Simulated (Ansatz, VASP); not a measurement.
Given: the input of a run of Ansatz 0.2.0 on CuSn3.

input.yaml

```yaml
crystal:
  lattice:
    - [-2.2838338198, 2.2838338198, 4.9662322526]
    - [2.2838338198, -2.2838338198, 4.9662322526]
    - [2.2838338198, 2.2838338198, -4.9662322526]
  atoms:
    - { symbol: Sn, position: [0.5, 0.5, 0.0] }
    - { symbol: Sn, position: [0.25, 0.75, 0.5] }
    - { symbol: Sn, position: [0.75, 0.25, 0.5] }
    - { symbol: Cu, position: [0.0, 0.0, 0.0] }
hamiltonian:
  xc: pbesol
  pseudopotentials: { kind: paw }
kpoints:
  mp_grid: { grid: [8, 8, 8] }
scf:
  occupations: { method: fermi_dirac, width: 0.05 }
output:
  forces: true
  stress: true
  eigenvalues: true
```

Potentials or basis: Ansatz PAW.

The run is started by

```bash
$ ansatz run input.yaml --threads 1 --pin off --max-ram 3584MiB --backend cpu --events-out ev --progress --plain --runs-dir out
```

Task: Set up the same calculation for VASP 6.6.1. Potentials there: VASP PAW PBE potentials, release 64 (Sn_d, Cu).

Result: As run (the cutoff follows the program's own potentials):

Contents of INCAR:

```
  PREC = Accurate
  ENCUT = 520
  EDIFF = 1E-7
  ISMEAR = -1
  SIGMA = 0.05
  LREAL = False
  LASPH = True
  NELM = 80
  ALGO = Fast
  ISIF = 2
  LWAVE = False
  LCHARG = False
  GGA = PS
  NBANDS = 34
```

Contents of KPOINTS:

```
Automatic mesh
0
Gamma
  8 8 8
```

POSCAR

```
CuSn3
1.0
   -2.2838338198      2.2838338198      4.9662322526
    2.2838338198     -2.2838338198      4.9662322526
    2.2838338198      2.2838338198     -4.9662322526
Sn Cu
3 1
Direct
    0.5000000000      0.5000000000      0.0000000000
    0.2500000000      0.7500000000      0.5000000000
    0.7500000000      0.2500000000      0.5000000000
    0.0000000000      0.0000000000      0.0000000000
```

Potentials or basis: VASP PAW PBE potentials, release 64 (Sn_d, Cu).

The run is started by

```bash
$ cat potpaw_PBE.64/Sn_d/POTCAR potpaw_PBE.64/Cu/POTCAR > POTCAR
$ mpirun -np 1 vasp_std > vasp.out
```

Both were run:

|  | VASP | Ansatz | Ansatz less VASP |
| --- | --- | --- | --- |
| gap on the k mesh at the Fermi level (eV) | none | none | - |
| pressure (GPa) | -6.3 | -6.3 | +0.02 |
| traceless stress, the component that is largest in VASP (GPa) | -0.19 | -0.19 | +0.001 |

VASP's potentials were made for PBE, not for PBEsol. A gap of «none» marks a metal or a gap that the smearing closes. VASP's potentials hold 53 valence electrons a cell and Ansatz's 61, so a difference there can come from the potentials and not from the codes.
